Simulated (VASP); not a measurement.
Runs of VASP 6.6.1 on Sb. The structure is that of space group Pm-3m (No. 221), or close to it. The cells are those of the table. 

```csv
cell,k mesh,gap on the mesh (eV),pressure (GPa)
"a = 3.096 Å, 1 atom",6 × 6 × 6,none,0.0
"a = 3.106 Å, 1 atom",7 × 7 × 7,none,-1.0
"a = 3.085 Å, 1 atom",7 × 7 × 7,none,(a)
"a = 3.096 Å, 1 atom",7 × 7 × 7,none,-0.4
```

Alike in all rows: task single point; level r2SCAN; potentials or basis VASP PAW PBE potentials, release 64 (Sb); no spin polarisation; cutoff (eV) 550; smearing fermi-dirac 0.1 eV.

Task: Fill in the values left out.

Result: (a) 0.2.

Caveats: the PAW data sets were made with another functional, which shifts forces and pressure a little; spin-orbit coupling is left out, which moves the levels of the heavy elements.

A k mesh can miss the band edges, and the runs leave out spin-orbit coupling on Sb.

A gap of «none» marks levels without a gap at the run's occupations.
